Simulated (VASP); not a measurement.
# Tl (P6_3/mmc) in VASP: notebook, part 2 of 2

VASP 6.6.1.

## 4. Single point, BLYP (37.03 Å³/atom)

This run uses another cell than the first one, of 37.03 Å³/atom.

Input file INCAR:

```
SYSTEM = Tl
AGGAC = 1.0
AGGAX = 1.0
ALDAC = 0.0
ALDAX = 1.0
ALGO = Normal
EDIFF = 1E-6
ENCUT = 520
GGA = B5
ISIF = 2
ISMEAR = -1
LASPH = .TRUE.
LCHARG = .TRUE.
LELF = .TRUE.
LREAL = .FALSE.
LVHAR = .TRUE.
LWAVE = .FALSE.
NBANDS = 20
NELM = 80
PREC = Accurate
SIGMA = 0.1
```

Input file KPOINTS:

```
k-points
0
G
  16 16 9
  0 0 0
```

Input file POSCAR:

```
Tl
1.0
    3.8279910615      0.0000000000      0.0000000000
   -1.9139955307      3.3151375047      0.0000000000
    0.0000000000      0.0000000000      5.8365784766
Tl
2
Direct
    0.3333333333      0.6666666667      0.2500000000
    0.6666666667      0.3333333333      0.7500000000
```

Potentials or basis: VASP PAW PBE potentials, release 64 (Tl_d).

Started as:

```
$ cat potpaw_PBE.64/Tl_d/POTCAR > POTCAR
$ mpirun -np 1 vasp_std > vasp.out
```

OUTCAR:

```text
SYSTEM = Tl
   EDIFF = 1E-6
   ENCUT = 520
   GGA = B5
   ISIF = 2
   ISMEAR = -1
   LASPH = .TRUE.
   LREAL = .FALSE.
   NELM = 80
   PREC = Accurate

 ion  position               nearest neighbor table
   1  0.333  0.667  0.250-   2 3.66   2 3.66   2 3.66   2 3.66   2 3.66   2 3.66
   2  0.667  0.333  0.750-   1 3.66   1 3.66   1 3.66   1 3.66   1 3.66   1 3.66

  LATTYP: Found a hexagonal cell.
 ALAT       =     3.8279910615
 C/A-ratio  =     1.5247105813

  Lattice vectors:

 A1 = (   3.8279910615,   0.0000000000,   0.0000000000)
[... 189 lines left out ...]
      3      -6.7291      2.00000
      4      -6.7108      2.00000
      5      -6.7029      2.00000
      6      -6.7029      2.00000
[... 541 lines left out ...]
     19      12.4480      0.00000
     20      14.6565      0.00000

 [... further k-points ...]
[... 5 lines left out ...]
  --------------------------------------------------------------------------------------
  -------------------------------------------------------------------------------------
  Total       -0.2736945     -0.2736945     -0.2953613     -0.0000000     -0.0000000      0.0000000
  in kB       -5.9203293     -5.9203293     -6.3890063     -0.0000000     -0.0000000      0.0000000
  external PRESSURE =      -6.0765550 kB  Pullay stress =       0.0000000 kB

 VOLUME and BASIS-vectors are now :
 -----------------------------------------------------------------------------
  energy-cutoff  :      520.00
  volume of cell :       74.07
      direct lattice vectors                 reciprocal lattice vectors
     3.827991062  0.000000000  0.000000000     0.261233630  0.150823307  0.000000000
    -1.913995531  3.315137505  0.000000000     0.000000000  0.301646613  0.000000000
     0.000000000  0.000000000  5.836578477     0.000000000  0.000000000  0.171333257

 POSITION                                       TOTAL-FORCE (eV/Angst)
 -----------------------------------------------------------------------------------
     -0.00000      2.21009      1.45914        -0.000000      0.000000      0.000000
      1.91400      1.10505      4.37743         0.000000      0.000000      0.000000
 -----------------------------------------------------------------------------------
    total drift:                                0.000000     -0.000000      0.000000

  FREE ENERGIE OF THE ION-ELECTRON SYSTEM (eV)
  ---------------------------------------------------
  free  energy   TOTEN  =        -3.4401412896 eV

  energy  without entropy=       -3.3985865549  energy(sigma->0) =       -3.41936392
```

OSZICAR:

```text
N       E                     dE             d eps       ncg     rms          rms(c)
DAV:   1     0.128311751356E+03    0.12831E+03   -0.13693E+04  6056   0.118E+03
DAV:   2    -0.937449336228E+00   -0.12925E+03   -0.12684E+03  6564   0.260E+02
DAV:   3    -0.349102163379E+01   -0.25536E+01   -0.25430E+01  6864   0.320E+01
DAV:   4    -0.351094698690E+01   -0.19925E-01   -0.19923E-01  6404   0.296E+00
DAV:   5    -0.351134051444E+01   -0.39353E-03   -0.39353E-03  6704   0.394E-01    0.142E+00
DAV:   6    -0.344839952362E+01    0.62941E-01   -0.13242E-01  6280   0.256E+00    0.751E-01
DAV:   7    -0.344064132827E+01    0.77582E-02   -0.24991E-02  6508   0.111E+00    0.504E-01
DAV:   8    -0.344013901248E+01    0.50232E-03   -0.56295E-04  6420   0.163E-01    0.529E-02
DAV:   9    -0.344013616107E+01    0.28514E-05   -0.39892E-05  6680   0.471E-02    0.107E-02
DAV:  10    -0.344014144447E+01   -0.52834E-05   -0.86851E-06  6296   0.194E-02    0.181E-03
DAV:  11    -0.344014128962E+01    0.15485E-06   -0.59015E-08  3976   0.170E-03
   1 F= -.34401413E+01 E0= -.34193639E+01  d E =-.415547E-01
```

Wall time 3.8 min (1 thread of Intel Xeon 8259CL, shared host); peak memory 0.31 GiB.

What came out:

```yaml
Free_energy: -3.4401 eV
Pressure: -0.6 GPa
Band_gap_on_the_k_mesh: zero (bands 13 and 14 overlap by 3.55 eV)
```

Caveat: the PAW data sets were made with another functional, which shifts forces and pressure a little; spin-orbit coupling is left out, which moves the levels of the heavy elements.

## 5. Single point, BLYP (38.46 Å³/atom)

This run uses another cell than the first one, of 38.46 Å³/atom.

Input file INCAR:

```
SYSTEM = Tl
PREC = Accurate
ENCUT = 520
EDIFF = 1E-6
ISMEAR = -1
SIGMA = 0.1
LREAL = .False.
LASPH = .True.
NELM = 60
ALGO = Normal
ISIF = 2
LWAVE = .False.
LCHARG = .True.
GGA = B5
ALDAX = 1.0
AGGAX = 1.0
AGGAC = 1.0
ALDAC = 0.0
LELF = .True.
LVHAR = .True.
NBANDS = 20
```

Input file KPOINTS:

```
Automatic mesh
0
Gamma
  16 16 9
  0 0 0
```

Input file POSCAR:

```
Tl
1.0
    3.8764517891      0.0000000000      0.0000000000
   -1.9382258945      3.3571057259      0.0000000000
    0.0000000000      0.0000000000      5.9104670607
Tl
2
Direct
    0.3333333333      0.6666666667      0.2500000000
    0.6666666667      0.3333333333      0.7500000000
```

Potentials or basis: VASP PAW PBE potentials, release 64 (Tl_d).

Started as:

```
$ cat potpaw_PBE.64/Tl_d/POTCAR > POTCAR
$ mpirun -np 1 vasp_std > vasp.out
```

OUTCAR:

```text
SYSTEM = Tl
   PREC = Accurate
   ENCUT = 520
   EDIFF = 1E-6
   ISMEAR = -1
   LREAL = .False.
   LASPH = .True.
   NELM = 60
   ISIF = 2
   GGA = B5

 ion  position               nearest neighbor table
   1  0.333  0.667  0.250-   2 3.71   2 3.71   2 3.71   2 3.71   2 3.71   2 3.71
   2  0.667  0.333  0.750-   1 3.71   1 3.71   1 3.71   1 3.71   1 3.71   1 3.71

  LATTYP: Found a hexagonal cell.
 ALAT       =     3.8764517891
 C/A-ratio  =     1.5247105813

  Lattice vectors:

 A1 = (   3.8764517891,   0.0000000000,   0.0000000000)
 A2 = (  -1.9382258945,   3.3571057259,   0.0000000000)
 A3 = (   0.0000000000,   0.0000000000,   5.9104670607)

Analysis of symmetry for initial positions (statically):
=====================================================================
 Subroutine PRICEL returns:
 Original cell was already a primitive cell.

 Routine SETGRP: Setting up the symmetry group for a
 hexagonal supercell.

 Subroutine GETGRP returns: Found 24 space group operations
 (whereof 12 operations were pure point group operations)
 out of a pool of 24 trial point group operations.

The static configuration has the point symmetry D_3d.
 The point group associated with its full space group is D_6h.

Analysis of symmetry for dynamics (positions and initial velocities):
=====================================================================
 Subroutine PRICEL returns:
 Original cell was already a primitive cell.

 Routine SETGRP: Setting up the symmetry group for a
 hexagonal supercell.

 Subroutine GETGRP returns: Found 24 space group operations
 (whereof 12 operations were pure point group operations)
 out of a pool of 24 trial point group operations.

The dynamic configuration has the point symmetry D_3d.
 The point group associated with its full space group is D_6h.

 Subroutine INISYM returns: Found 24 space group operations
[... 104 lines left out ...]
   ISYM   =      2    0-nonsym 1-usesym 2-fastsym
   POTIM  = 0.5000    time-step for ionic-motion
   TEBEG  =    0.0;   TEEND  =   0.0 temperature during run
   PSTRESS=    0.0 pullay stress
   NELECT =      26.0000    total number of electrons
   NUPDOWN=      -1.0000    fix difference up-down
   EMIN   =  10.00;   EMAX   =-10.00  energy-range for DOS
   EFERMI =   0.00;   METHOD = LEGACY
   ISMEAR =    -1;   SIGMA  =   0.10  broadening in eV -4-tet -1-fermi 0-gaus
   EFERMI_NEDOS =   21; number of points for ismear=-14 and -15
   IALGO  =     38    algorithm
   IMIX   =      4    mixing-type and parameters
     AMIX     =   0.40;   BMIX     =  1.00
     AMIX_MAG =   1.60;   BMIX_MAG =  1.00
  volume/ion in A,a.u.               =      38.46       259.53
  Fermi-wavevector in a.u.,A,eV,Ry     =   1.140404  2.155052 17.694678  1.300522
  Thomas-Fermi vector in A             =   2.277106
   LORBIT       =      0    0 simple, 1 ext, 2 COOP (PROOUT), +10 PAW based schemes
   GGA     = B5    functional components
   LHFCALC =     F    Hartree Fock is set to
   AEXX    =    0.0000 exact exchange contribution
   IVDW    =     0    specifies the selected vdW correction
   LEPSILON=     F    determine dielectric tensor
   LRPA    =     F    only Hartree local field effects (RPA)
 non-spin polarized calculation
  energy-cutoff  :      520.00
  volume of cell :       76.92
 maximum number of plane-waves:      2101
 NGX is ok and might be reduce to    30
   NGX = 15   NGY = 15   NGZ = 21

 number of electron      25.9999994 magnetization

 Free energy of the ion-electron system (eV)
  ---------------------------------------------------
  ext. energy  EPLUGINS =         0.00000000
  ---------------------------------------------------
  free energy    TOTEN  =        -3.42602989 eV

  energy without entropy =       -3.38238443  energy(sigma->0) =       -3.40420716

 E-fermi :   4.4269     XC(G=0):  -8.2634

 val. band max:        4.4268568586   @ k =   0.2500   0.0000   0.2222
 cond. band min:       4.4363926406   @ k =   0.1250   0.1250   0.2222
 fundamental gap:      0.0095357820
 Fermi energy:         4.4268604201

 k-point     1 :       0.0000    0.0000    0.0000
  band No.  band energies     occupation
      1      -7.0824      2.00000
      2      -7.0160      2.00000
      3      -7.0160      2.00000
      4      -6.9984      2.00000
      5      -6.9921      2.00000
      6      -6.9921      2.00000
[... 541 lines left out ...]
     19      12.0397      0.00000
     20      14.1459      0.00000

 [... further k-points ...]
[... 5 lines left out ...]
  --------------------------------------------------------------------------------------
  -------------------------------------------------------------------------------------
  Total       -0.5062609     -0.5062609     -0.5830027     -0.0000000      0.0000000      0.0000000
  in kB      -10.5454181    -10.5454181    -12.1439496     -0.0000000      0.0000000      0.0000000
  external PRESSURE =     -11.0782619 kB  Pullay stress =       0.0000000 kB

 VOLUME and BASIS-vectors are now :
 -----------------------------------------------------------------------------
  energy-cutoff  :      520.00
  volume of cell :       76.92
      direct lattice vectors                 reciprocal lattice vectors
     3.876451789  0.000000000  0.000000000     0.257967867  0.148937818  0.000000000
    -1.938225894  3.357105726  0.000000000     0.000000000  0.297875635  0.000000000
     0.000000000  0.000000000  5.910467061     0.000000000  0.000000000  0.169191367

 POSITION                                       TOTAL-FORCE (eV/Angst)
 -----------------------------------------------------------------------------------
     -0.00000      2.23807      1.47762         0.000000     -0.000000      0.000000
      1.93823      1.11904      4.43285        -0.000000      0.000000      0.000000
 -----------------------------------------------------------------------------------
    total drift:                                0.000000     -0.000000      0.000000

  FREE ENERGIE OF THE ION-ELECTRON SYSTEM (eV)
  ---------------------------------------------------
  free  energy   TOTEN  =        -3.4260298910 eV

  energy  without entropy=       -3.3823844346  energy(sigma->0) =       -3.40420716
```

Wall time 4.7 min (1 thread of Intel Xeon 8259CL, shared host); peak memory 0.32 GiB.

Results:

```
Free energy            : -3.4260 eV
Pressure               : -1.1 GPa
Band gap on the k mesh : zero (bands 13 and 14 overlap by 3.36 eV)
```

Caveat: the PAW data sets were made with another functional, which shifts forces and pressure a little; spin-orbit coupling is left out, which moves the levels of the heavy elements.

## 6. Single point, BLYP (39.88 Å³/atom)

This run uses another cell than the first one, of 39.88 Å³/atom.

Input file INCAR:

```
  PREC = Accurate
  ENCUT = 520
  EDIFF = 1E-7
  ISMEAR = -1
  SIGMA = 0.1
  LREAL = False
  LASPH = True
  NELM = 80
  ALGO = Normal
  ISIF = 2
  LWAVE = False
  LCHARG = False
  GGA = B5
  ALDAX = 1.0
  AGGAX = 1.0
  AGGAC = 1.0
  ALDAC = 0.0
  NBANDS = 20
```

Input file KPOINTS:

```
Automatic mesh
0
Gamma
  16 16 9
```

Input file POSCAR:

```
Tl
1.0
    3.9237302509      0.0000000000      0.0000000000
   -1.9618651254      3.3980500749      0.0000000000
    0.0000000000      0.0000000000      5.9825530317
Tl
2
Direct
    0.3333333333      0.6666666667      0.2500000000
    0.6666666667      0.3333333333      0.7500000000
```

Potentials or basis: VASP PAW PBE potentials, release 64 (Tl_d).

Started as:

```
$ cat potpaw_PBE.64/Tl_d/POTCAR > POTCAR
$ mpirun -np 1 vasp_std > vasp.out
```

It took 4.7 min on 1 thread of Intel Xeon 8259CL, shared host; peak memory 0.33 GiB.

It converged, with:

```yaml
Free_energy: -3.4040 eV
Pressure: -1.5 GPa
Band_gap_on_the_k_mesh: zero (bands 13 and 14 overlap by 3.18 eV)
```

Stress tensor (GPa, compression positive):
```
-1.41  0.00  0.00
 0.00 -1.41  0.00
 0.00  0.00 -1.66
```

Levels at points of the mesh, in eV from the Fermi level:
```tsv
k point	band 11	band 12	band 13	band 14	band 15	band 16
(0.00, 0.00, 0.00)	-8.33	-5.14	-1.61	5.30	5.30	6.86
(0.50, 0.00, 0.00)	-5.89	-4.88	-0.69	0.71	1.21	2.77
```

Caveat: the PAW data sets were made with another functional, which shifts forces and pressure a little; spin-orbit coupling is left out, which moves the levels of the heavy elements.

## 7. Overview

| cell | gap on the mesh (eV) | pressure (GPa) |
| --- | --- | --- |
| a = 3.675, b = 3.675, c = 5.603 Å, angles 90.0, 90.0, 120.0°, 2 atoms | none | 1.9 |
| a = 3.727, b = 3.727, c = 5.683 Å, angles 90.0, 90.0, 120.0°, 2 atoms | none | 0.9 |
| a = 3.828, b = 3.828, c = 5.837 Å, angles 90.0, 90.0, 120.0°, 2 atoms | none | -0.6 |
| a = 3.876, b = 3.876, c = 5.910 Å, angles 90.0, 90.0, 120.0°, 2 atoms | none | -1.1 |
| a = 3.924, b = 3.924, c = 5.983 Å, angles 90.0, 90.0, 120.0°, 2 atoms | none | -1.5 |

Alike in all rows: task single point; level BLYP; potentials or basis VASP PAW PBE potentials, release 64 (Tl_d); no spin polarisation; k mesh 16 × 16 × 9; cutoff (eV) 520; smearing fermi-dirac 0.1 eV.

Caveats: the PAW data sets were made with another functional, which shifts forces and pressure a little; spin-orbit coupling is left out, which moves the levels of the heavy elements.

Absolute energies hang on the potentials; compare differences alone.
